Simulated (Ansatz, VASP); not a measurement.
## Si4BW in VASP and in Ansatz

```xyz
6
Lattice="3.7329 0.0000 0.0000 0.0000 3.7329 0.0000 0.0000 0.0000 5.9815" Properties=species:S:1:pos:R:3 pbc="T T T"
Si    1.8665    0.0000    4.2660
Si    0.0000    1.8665    1.7155
Si    1.8665    0.0000    1.7155
Si    0.0000    1.8665    4.2660
B     1.8665    1.8665    2.9908
W     0.0000    0.0000    0.0000
```

Change from the starting cell: species swapped into the Mg4SiGe type (P4/mmm, No. 123).

Alike in both runs: task relaxation of cell and atoms; functional PBE; k mesh 6 × 6 × 4; occupations gaussian, width 0.1 eV; no spin polarisation.

|  | VASP | Ansatz |
| --- | --- | --- |
| version | VASP 6.6.1 | Ansatz 0.2.0 |
| potentials or method | VASP PAW PBE potentials, release 64 (Si, B, W_sv), cutoff 600 eV | scalar-relativistic, plane waves, PAW |
| valence electrons in the cell | 33 | 33 |

|  | VASP | Ansatz | Ansatz less VASP |
| --- | --- | --- | --- |
| gap on the k mesh at the Fermi level, each at its own relaxed structure (eV) | none | none | - |
| relaxed volume (Å³/atom) | 13.92 | 13.93 | +0.011 |
| relaxed length of the cell vector where the two differ most in proportion (Å) | 5.939 | 5.932 | -0.0068 |

A gap of «none» marks a metal or a gap that the smearing closes.

Neither program's run includes spin-orbit coupling.
